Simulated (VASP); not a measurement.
# Ga3BSb2 (P3m1) in VASP: relaxation of cell and atoms with PBE

Aim: the relaxation of cell and atoms of Ga3BSb2 with PBE.

All numbers are computed with VASP 6.6.1; they aren't measurements. Logs are shortened: lines on timing, memory, paths and dates and some standing lists are left out, and cuts for length are marked.

### Step 1. The cell of the first run

The structure is trigonal, space group P3m1 (No. 156). Conventional cell: a = 3.799 Å, b = 3.799 Å, c = 10.525 Å, α = 90.00°, β = 90.00°, γ = 120.00°. Within 3.9 Å of Ga (site symmetry 3m) lie 6 Sb at 2.89 to 3.28 Å and 7 Ga at 3.69 to 3.80 Å and 3 B at 3.84 Å. Within 3.8 Å of Ga (site symmetry 3m) lie 10 Ga at 2.72 to 3.80 Å and 3 Sb at 2.84 Å. Ga (site symmetry 3m) has 1 B at 2.08 Å and 3 Ga at 2.72 Å within 2.8 Å. Within 2.8 Å of B (site symmetry 3m) lie 1 Ga at 2.08 Å and 3 Sb at 2.31 Å. Within 3.0 Å of Sb (site symmetry 3m) lie 3 B at 2.31 Å. Within 3.8 Å of Sb (site symmetry 3m) lie 6 Ga at 2.84 to 2.89 Å and 6 Sb at 3.80 Å.

The cell was generated, and may not be a known phase.

### Step 2. Relaxation of cell and atoms, PBE

The input, INCAR:

```
SYSTEM = Ga3BSb2
PREC     = Accurate       ! precision mode
ENCUT    = 600            ! plane-wave cutoff, eV
EDIFF    = 1E-6           ! SCF threshold, eV
ISMEAR   = 0              ! smearing method
SIGMA    = 0.1            ! smearing width, eV
LREAL    = .FALSE.        ! projectors in reciprocal space
LASPH    = .TRUE.         ! aspherical terms in the spheres
NELM     = 100            ! most SCF steps
ALGO     = Normal         ! electronic algorithm
ISIF     = 3              ! what is computed and relaxed
LWAVE    = .FALSE.        ! write WAVECAR
LCHARG   = .FALSE.        ! write CHGCAR
GGA      = PE             ! functional
IBRION   = 2              ! ionic algorithm
NSW      = 100            ! ionic steps
EDIFFG   = -0.01          ! ionic threshold
```

The input, KPOINTS:

```
Automatic mesh
0
G
  12 12 4
  0 0 0
```

The input, POSCAR:

```
Ga3BSb2
1.0
    3.7989419870      0.0000000000      0.0000000000
   -1.8994709935      3.2899802683      0.0000000000
    0.0000000000      0.0000000000     10.5249850030
Ga B Sb
3 1 2
Direct
    0.6666666667      0.3333333333      0.0828811915
    0.6666666667      0.3333333333      0.4335346786
    0.0000000000      0.0000000000      0.5859753182
    0.0000000000      0.0000000000      0.7838008637
    0.3333333333      0.6666666667      0.8517513883
    0.3333333333      0.6666666667      0.2620565797
```

Potentials or basis: VASP PAW PBE potentials, release 64 (Ga_d, B, Sb).

The run is started by

```bash
cat potpaw_PBE.64/Ga_d/POTCAR potpaw_PBE.64/B/POTCAR potpaw_PBE.64/Sb/POTCAR > POTCAR
mpirun -np 1 vasp_std > vasp.out
```

OUTCAR:

```text
SYSTEM = Ga3BSb2
   PREC = Accurate
   ENCUT = 600
   EDIFF = 1E-6
   ISMEAR = 0
   LREAL = .FALSE.
   LASPH = .TRUE.
   NELM = 100
   ISIF = 3
   GGA = PE
   IBRION = 2
   NSW = 100
   EDIFFG = -0.01

 ion  position               nearest neighbor table
   1  0.667  0.333  0.083-   6 2.89   6 2.89   6 2.89   5 3.28   5 3.28   5 3.28
   2  0.667  0.333  0.434-   3 2.72   3 2.72   3 2.72   6 2.84   6 2.84   6 2.84
   3  0.000  0.000  0.586-   4 2.08   2 2.72   2 2.72   2 2.72
   4  0.000  0.000  0.784-   3 2.08   5 2.31   5 2.31   5 2.31
   5  0.333  0.667  0.852-   4 2.31   4 2.31   4 2.31   1 3.28   1 3.28   1 3.28
   6  0.333  0.667  0.262-   2 2.84   2 2.84   2 2.84   1 2.89   1 2.89   1 2.89

  LATTYP: Found a hexagonal cell.
 ALAT       =     3.7989419870
 C/A-ratio  =     2.7705042717

  Lattice vectors:

 A1 = (   3.7989419870,   0.0000000000,   0.0000000000)
 A2 = (  -1.8994709935,   3.2899802683,   0.0000000000)
 A3 = (   0.0000000000,   0.0000000000,  10.5249850030)

Analysis of symmetry for initial positions (statically):
=====================================================================
 Subroutine PRICEL returns:
 Original cell was already a primitive cell.

 Routine SETGRP: Setting up the symmetry group for a
 hexagonal supercell.

 Subroutine GETGRP returns: Found  6 space group operations
 (whereof  6 operations were pure point group operations)
 out of a pool of 24 trial point group operations.

The static configuration has the point symmetry C_3v.

Analysis of symmetry for dynamics (positions and initial velocities):
=====================================================================
 Subroutine PRICEL returns:
 Original cell was already a primitive cell.

 Routine SETGRP: Setting up the symmetry group for a
 hexagonal supercell.

 Subroutine GETGRP returns: Found  6 space group operations
 (whereof  6 operations were pure point group operations)
 out of a pool of 24 trial point group operations.

The dynamic configuration has the point symmetry C_3v.

 Subroutine INISYM returns: Found  6 space group operations
 (whereof  6 operations are pure point group operations),
 and found     1 'primitive' translations

----------------------------------------------------------------------------------------

                                     Primitive cell

  volume of cell :     131.5459

  direct lattice vectors                    reciprocal lattice vectors
     3.798941987  0.000000000  0.000000000     0.263231185  0.151976595  0.000000000
    -1.899470994  3.289980268  0.000000000     0.000000000  0.303953191  0.000000000
     0.000000000  0.000000000 10.524985003     0.000000000  0.000000000  0.095012012

  length of vectors
     3.798941987  3.798941987 10.524985003     0.303953191  0.303953191  0.095012012

  position of ions in fractional coordinates (direct lattice)
     0.666666667  0.333333333  0.082881192
     0.666666667  0.333333333  0.433534679
     0.000000000  0.000000000  0.585975318
     0.000000000  0.000000000  0.783800864
     0.333333333  0.666666667  0.851751388
     0.333333333  0.666666667  0.262056580

  ion indices of the primitive-cell ions
   primitive index   ion index
                 1           1
                 2           2
                 3           3
                 4           4
                 5           5
                 6           6

----------------------------------------------------------------------------------------

 KPOINTS: Automatic mesh

Automatic generation of k-mesh.
 Grid dimensions read from file:
 generate k-points for:   12   12    4

 Generating k-lattice:

  Cartesian coordinates                     Fractional coordinates (reciprocal lattice)
     0.021935932  0.012664716  0.000000000     0.083333333  0.000000000  0.000000000
     0.000000000  0.025329433  0.000000000     0.000000000  0.083333333  0.000000000
     0.000000000  0.000000000  0.023753003     0.000000000  0.000000000  0.250000000

  Length of vectors
     0.025329433  0.025329433  0.023753003

  Shift w.r.t. Gamma in fractional coordinates (k-lattice)
     0.000000000  0.000000000  0.000000000

 Subroutine IBZKPT returns following result:
 ===========================================

 Found     69 irreducible k-points:

 Following reciprocal coordinates:
            Coordinates               Weight
  0.000000  0.000000  0.000000      1.000000
  0.083333  0.000000  0.000000      6.000000
  0.166667  0.000000  0.000000      6.000000
  0.250000  0.000000  0.000000      6.000000
  0.333333 -0.000000  0.000000      6.000000
  0.416667 -0.000000  0.000000      6.000000
[... 16 lines left out ...]
  0.166667  0.000000  0.250000      6.000000
  0.000000  0.166667  0.250000      6.000000
 [... further k-points ...]
   k-points           NKPTS =     69   k-points in BZ     NKDIM =     69   number of bands    NBANDS=     31
   number of dos      NEDOS =    301   number of ions     NIONS =      6
   total plane-waves  NPLWV =  75600
   dimension x,y,z NGX =    30 NGY =   30 NGZ =   84
   dimension x,y,z NGXF=    60 NGYF=   60 NGZF=  168
   ions per type =               3   1   2
   NGX,Y,Z   is equivalent  to a cutoff of  13.13, 13.13, 13.27 a.u.
   NGXF,Y,Z  is equivalent  to a cutoff of  26.26, 26.26, 26.54 a.u.
 SYSTEM =  Ga3BSb2
   PREC   = accura    normal or accurate (medium, high low for compatibility)
   ISTART =      0    job   : 0-new  1-cont  2-samecut
   ICHARG =      2    charge: 1-file 2-atom 10-const
   ISPIN  =      1    spin polarized calculation?
   LNONCOLLINEAR =      F non collinear calculations
   LSORBIT =      F    spin-orbit coupling
   LASPH  =      T    aspherical Exc in radial PAW
   ENCUT  =  600.0 eV  44.10 Ry    6.64 a.u.   7.59  7.59 21.02*2*pi/ulx,y,z
   NELM   =    100;   NELMIN=  2; NELMDL= -5     # of ELM steps
   EDIFF  = 0.1E-05   stopping-criterion for ELM
   LREAL  =      F    real-space projection
   EDIFFG = -.1E-01   stopping-criterion for IOM
   NSW    =    100    number of steps for IOM
   IBRION =      2    ionic relax: 0-MD 1-quasi-New 2-CG
   NFREE  =      1    steps in history (QN), initial steepest desc. (CG)
   ISIF   =      3    stress and relaxation
   ISYM   =      2    0-nonsym 1-usesym 2-fastsym
   POTIM  = 0.5000    time-step for ionic-motion
   TEBEG  =    0.0;   TEEND  =   0.0 temperature during run
   PSTRESS=    0.0 pullay stress
   NELECT =      52.0000    total number of electrons
   NUPDOWN=      -1.0000    fix difference up-down
   EMIN   =  10.00;   EMAX   =-10.00  energy-range for DOS
   EFERMI =   0.00;   METHOD = LEGACY
   ISMEAR =     0;   SIGMA  =   0.10  broadening in eV -4-tet -1-fermi 0-gaus
   EFERMI_NEDOS =   21; number of points for ismear=-14 and -15
   IALGO  =     38    algorithm
   IMIX   =      4    mixing-type and parameters
     AMIX     =   0.40;   BMIX     =  1.00
     AMIX_MAG =   1.60;   BMIX_MAG =  1.00
  volume/ion in A,a.u.               =      21.92       147.95
  Fermi-wavevector in a.u.,A,eV,Ry     =   1.201481  2.270469 19.640770  1.443556
  Thomas-Fermi vector in A             =   2.337288
   LORBIT       =      0    0 simple, 1 ext, 2 COOP (PROOUT), +10 PAW based schemes
   GGA     = PE    functional components
   LHFCALC =     F    Hartree Fock is set to
   AEXX    =    0.0000 exact exchange contribution
   IVDW    =     0    specifies the selected vdW correction
   LEPSILON=     F    determine dielectric tensor
   LRPA    =     F    only Hartree local field effects (RPA)
 conjugate gradient relaxation of ions
 non-spin polarized calculation
 Gauss-broadening in eV      SIGMA  =   0.10
  energy-cutoff  :      600.00
  volume of cell :      131.55
 maximum number of plane-waves:      4422
   NGX = 15   NGY = 15   NGZ = 43

--------------------------------------- Ionic step        1  -------------------------------------------

 number of electron      51.9999976 magnetization

 Free energy of the ion-electron system (eV)
  ---------------------------------------------------
  ext. energy  EPLUGINS =         0.00000000
  ---------------------------------------------------
  free energy    TOTEN  =       -22.18671436 eV

  energy without entropy =      -22.17209615  energy(sigma->0) =      -22.17940526

------------------------ aborting loop because EDIFF is reached ----------------------------------------

  FORCE on cell =-STRESS in cart. coord.  units (eV):
  Direction    XX          YY          ZZ          XY          YZ          ZX
  --------------------------------------------------------------------------------------
  -------------------------------------------------------------------------------------
  Total       -0.3872151     -0.3872151      0.9293501      0.0000000     -0.0000000      0.0000000
  in kB       -4.7161263     -4.7161263     11.3191159      0.0000000     -0.0000000      0.0000000
  external PRESSURE =       0.6289544 kB  Pullay stress =       0.0000000 kB
[... 101 lines left out ...]
  FREE ENERGIE OF THE ION-ELECTRON SYSTEM (eV)
  ---------------------------------------------------
  free  energy   TOTEN  =       -22.2016824933 eV

  energy  without entropy=      -22.1912065418  energy(sigma->0) =      -22.19644452

[... ionic steps 4 to 17 ...]

--------------------------------------- Ionic step       18  -------------------------------------------

 number of electron      52.0000008 magnetization

------------------------ aborting loop because EDIFF is reached ----------------------------------------

  FORCE on cell =-STRESS in cart. coord.  units (eV):
  Direction    XX          YY          ZZ          XY          YZ          ZX
  --------------------------------------------------------------------------------------
  -------------------------------------------------------------------------------------
  Total        0.0309868      0.0309868     -0.0198912      0.0000000     -0.0000000      0.0000000
  in kB        0.3773648      0.3773648     -0.2422399      0.0000000     -0.0000000      0.0000000
  external PRESSURE =       0.1708299 kB  Pullay stress =       0.0000000 kB
[... 65 lines left out ...]
  energy  without entropy=      -22.1991714857  energy(sigma->0) =      -22.20429130

--------------------------------------- Ionic step       20  -------------------------------------------

 number of electron      52.0000008 magnetization

 Free energy of the ion-electron system (eV)
  ---------------------------------------------------
  ext. energy  EPLUGINS =         0.00000000
  ---------------------------------------------------
  free energy    TOTEN  =       -22.20942273 eV

  energy without entropy =      -22.19919514  energy(sigma->0) =      -22.20430893

 E-fermi :   5.5719     XC(G=0): -10.0388

 val. band max:        5.5264797070   @ k =   0.3333   0.0833   0.0000
 cond. band min:       5.5772000754   @ k =   0.0833   0.0000   0.0000
 fundamental gap:      0.0507203684
 Fermi energy:         5.5719014484

 k-point     1 :       0.0000    0.0000    0.0000
  band No.  band energies     occupation
      1      -9.3361      2.00000
      2      -9.3361      2.00000
      3      -9.2500      2.00000
      4      -9.2494      2.00000
      5      -9.2494      2.00000
      6      -9.2125      2.00000
[... 805 lines left out ...]
     30       8.8795      0.00000
     31       9.5546      0.00000

 [... further k-points ...]

------------------------ aborting loop because EDIFF is reached ----------------------------------------

  FORCE on cell =-STRESS in cart. coord.  units (eV):
  Direction    XX          YY          ZZ          XY          YZ          ZX
  --------------------------------------------------------------------------------------
  -------------------------------------------------------------------------------------
  Total       -0.0232391     -0.0232391     -0.0461404      0.0000000      0.0000000      0.0000000
  in kB       -0.2829827     -0.2829827     -0.5618516      0.0000000      0.0000000      0.0000000
  external PRESSURE =      -0.3759390 kB  Pullay stress =       0.0000000 kB
[... 21 lines left out ...]
  FREE ENERGIE OF THE ION-ELECTRON SYSTEM (eV)
  ---------------------------------------------------
  free  energy   TOTEN  =       -22.2094227314 eV

  energy  without entropy=      -22.1991951376  energy(sigma->0) =      -22.20430893

 reached required accuracy - stopping structural energy minimisation
```

Wall time 23 min (1 thread of Intel Xeon 6975P-C (Granite Rapids), shared host); peak memory 0.5 GiB.

Results:

```
Free energy                           : -22.2094 eV
Relaxed volume                        : 21.93 Å³/atom
Relaxed cell                          : a = 3.754 Å, b = 3.754 Å, c = 10.779 Å, α = 90.00°, β = 90.00°, γ = 120.00°
Space group after relaxing (to 0.1 Å) : P3m1 (No. 156)
Energy gained by relaxing             : 3.8 meV/atom
Ionic steps                           : 20
Pressure after relaxing               : 0.0 GPa
Largest force after relaxing          : 0.009 eV/Å
Band gap on the k mesh                : zero (bands 26 and 27 overlap by 3.94 eV)
```

Forces in eV/Å, atoms in the order of the input:
```
Ga   0.000  0.000  0.003
Ga   0.000  0.000  0.000
Ga   0.000  0.000 -0.004
B    0.000  0.000  0.000
Sb   0.000  0.000 -0.007
Sb   0.000  0.000  0.009
```

Step by step:
| step | energy change (eV) | largest force (eV/Å) | pressure (GPa) | volume (Å³) |
| --- | --- | --- | --- | --- |
| 1 | 0.0000 | 0.1053 | 0.06 | 131.55 |
| 2 | -0.0088 | 0.1161 | -0.05 | 131.70 |
| 3 | -0.0150 | 0.3127 | -0.25 | 132.01 |
| 4 | -0.0154 | 0.2701 | -0.23 | 131.94 |
| 5 | -0.0205 | 0.1126 | 0.05 | 131.36 |
| 6 | -0.0207 | 0.0712 | 0.11 | 131.22 |
| 7 | -0.0219 | 0.0525 | 0.02 | 131.53 |
| 8 | -0.0220 | 0.0514 | -0.07 | 131.68 |
| 9 | -0.0225 | 0.0229 | 0.08 | 131.59 |
| 10 | -0.0225 | 0.0208 | 0.04 | 131.58 |
| 11 | -0.0225 | 0.0269 | 0.08 | 131.55 |
| 12 | -0.0225 | 0.0187 | -0.03 | 131.56 |
| 13 | -0.0225 | 0.0222 | 0.02 | 131.55 |
| 14 | -0.0226 | 0.0223 | -0.04 | 131.61 |
| 15 | -0.0226 | 0.0222 | -0.11 | 131.64 |
| 16 | -0.0227 | 0.0177 | 0.01 | 131.59 |
| 17 | -0.0227 | 0.0166 | 0.00 | 131.58 |
| 18 | -0.0227 | 0.0148 | 0.02 | 131.56 |
| 19 | -0.0227 | 0.0114 | -0.04 | 131.56 |
| 20 | -0.0227 | 0.0086 | -0.04 | 131.57 |

Final structure:
```
Ga B Sb
1.0
     3.75428    0.00000    0.00000
    -1.87714    3.25130    0.00000
     0.00000    0.00000   10.77918
Ga B Sb
3 1 2
Direct
  0.66667 0.33333 0.08045
  0.66667 0.33333 0.43420
  0.00000 0.00000 0.58812
  0.00000 0.00000 0.78159
  0.33333 0.66667 0.85082
  0.33333 0.66667 0.26483
```

Caveat: spin-orbit coupling is left out, which moves the levels of the heavy elements.

The gap in the log of VASP goes by the Fermi energy; the results here count the filled bands.